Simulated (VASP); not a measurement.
A run of VASP 6.6.1 is set up as follows.

File POSCAR:

```
LiH
1.0
    2.0423733774      2.0423733774      0.0000000000
   -2.0423733774      2.0423733774      0.0000000000
    0.0000000000      2.0423733774      1.9904186786
Li H
1 1
Direct
    0.0000000000      0.0000000000      0.0000000000
    0.5000000000      0.5000000000      0.0000000000
```

Contents of INCAR.step1:

```
SYSTEM = LiH
PREC = Accurate
ENCUT = 520
ISMEAR = 0
SIGMA = 0.01
LREAL = .FALSE.
LASPH = .TRUE.
NELM = 80
NBANDS = 9
GGA = PE
ALGO = Normal
EDIFF = 1E-4
LWAVE = .TRUE.
LCHARG = .FALSE.
```

The input INCAR.step2:

```
SYSTEM = LiH
PREC = Accurate
ENCUT = 520
EDIFF = 1E-6
ISMEAR = 0
SIGMA = 0.01
LREAL = .FALSE.
LASPH = .TRUE.
NELM = 80
ALGO = Normal
ISIF = 2
LWAVE = .FALSE.
LCHARG = .FALSE.
METAGGA = R2SCAN
LMIXTAU = .TRUE.
NBANDS = 9
ISTART = 1
```

The input KPOINTS:

```
Automatic mesh
0
G
  10 10 10
  0 0 0
```

Potentials or basis: VASP PAW PBE potentials, release 64 (Li_sv, H).

Run with:

```console
$ cat potpaw_PBE.64/Li_sv/POTCAR potpaw_PBE.64/H/POTCAR > POTCAR
$ cp INCAR.step1 INCAR
$ mpirun -np 1 vasp_std > vasp.out
$ cp INCAR.step2 INCAR
$ mpirun -np 1 vasp_std > vasp.out
```

(1) Predict the band gap on the k mesh.

## Answers

(1) 3.36 eV, indirect (least direct gap 3.55 eV).

Caveat: the cell differs from its parent crystal (film at in-plane strain +0.02).
